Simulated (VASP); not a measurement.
Input of a VASP 6.6.1 run:

File INCAR:

```
SYSTEM = TePb
ALGO = Normal ; EDIFF = 1E-8
ENCUT = 520 ; ISIF = 2
ISMEAR = 0 ; LASPH = .True.
LCALCEPS = .True. ; LCHARG = .False.
LMIXTAU = .True. ; LREAL = .False.
LWAVE = .False. ; METAGGA = R2SCAN
NELM = 100 ; PREC = Accurate
SIGMA = 0.01
```

Contents of KPOINTS:

```
k-points
0
Gamma
  6 6 6
  0 0 0
```

File POSCAR:

```
TePb
1.0
    0.0000000000      3.3985503228      3.3985503228
    3.3985503228      0.0000000000      3.3985503228
    3.3985503228      3.3985503228      0.0000000000
Pb Te
1 1
Direct
    0.0000000000      0.0000000000      0.0000000000
    0.5000000000      0.5000000000      0.5000000000
```

Potentials or basis: VASP PAW PBE potentials, release 64 (Pb_d, Te).

Launch:

```sh
$ cat potpaw_PBE.64/Pb_d/POTCAR potpaw_PBE.64/Te/POTCAR > POTCAR
$ mpirun -np 1 vasp_std > vasp.out
```

Q: What does it give for the electronic dielectric tensor (diagonal)?

A: 19.28.

Q: Estimate the Born charges (mean of the diagonal).

A: Pb +5.58; Te -5.58 e.

Q: Predict the band gap on the k mesh.

A: 1.28 eV.

Born effective charge tensors (e):
atom 1, Pb
```
5.58 0.00 0.00
0.00 5.58 0.00
0.00 0.00 5.58
```
atom 2, Te
```
-5.58  0.00  0.00
 0.00 -5.58  0.00
 0.00  0.00 -5.58
```

Caveat: the cell differs from its parent crystal (strain +4.0%); spin-orbit coupling is left out, which moves the levels of the heavy elements. A k mesh can miss the band edges.
